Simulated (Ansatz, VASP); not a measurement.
Pt in VASP and in Ansatz

INCAR

```
ALGO = Normal
EDIFF = 1E-6
ENCUT = 520
GGA = PE
ISIF = 2
ISMEAR = 0
LASPH = True
LCHARG = True
LELF = True
LREAL = False
LVHAR = True
LWAVE = False
NBANDS = 11
NELM = 80
PREC = Accurate
SIGMA = 0.15
```

The input KPOINTS:

```
k-points
0
Gamma
  12 12 12
```

File POSCAR:

```
Pt
1.0
    0.0000000000      1.8966751085      2.0863426194
    1.8966751085      0.0000000000      2.0863426194
    1.8966751085      1.8966751085      0.0000000000
Pt
1
Direct
    0.0000000000      0.0000000000      0.0000000000
```

Input for Ansatz:

```yaml
crystal:
  lattice:
    - [0.0, 1.8966751085, 2.0863426194]
    - [1.8966751085, 0.0, 2.0863426194]
    - [1.8966751085, 1.8966751085, 0.0]
  atoms:
    - { symbol: Pt, position: [0.0, 0.0, 0.0] }
basis:
  ecutwfc: 420
kpoints:
  mp_grid: { grid: [12, 12, 12] }
hamiltonian:
  xc: pbe
scf:
  occupations: { method: gaussian, width: 0.15 }
output:
  forces: true
  stress: true
  eigenvalues: true
```

Alike in both runs: task single point; functional PBE; k mesh 12 × 12 × 12; occupations gaussian, width 0.15 eV; no spin polarisation.

```csv
,VASP,Ansatz
version,VASP 6.6.1,Ansatz 0.2.0
potentials or method,"VASP PAW PBE potentials, release 64 (Pt), cutoff 520 eV","scalar-relativistic, plane waves, PAW"
valence electrons in the cell,10,18
```

VASP gave:

```
gap on the k mesh at the Fermi level (eV)                     : none
pressure (GPa)                                                : 12.2
traceless stress, the component that is largest in VASP (GPa) : -8.19
```

Question: Which values does Ansatz return?

Answer: gap on the k mesh at the Fermi level (eV): none; pressure (GPa): 12.8; traceless stress, the component that is largest in VASP (GPa): -8.26.

A gap of «none» marks a metal or a gap that the smearing closes. VASP's potentials hold 10 valence electrons a cell and Ansatz's 18, so a difference there can come from the potentials and not from the codes.

Spin-orbit coupling is off throughout.
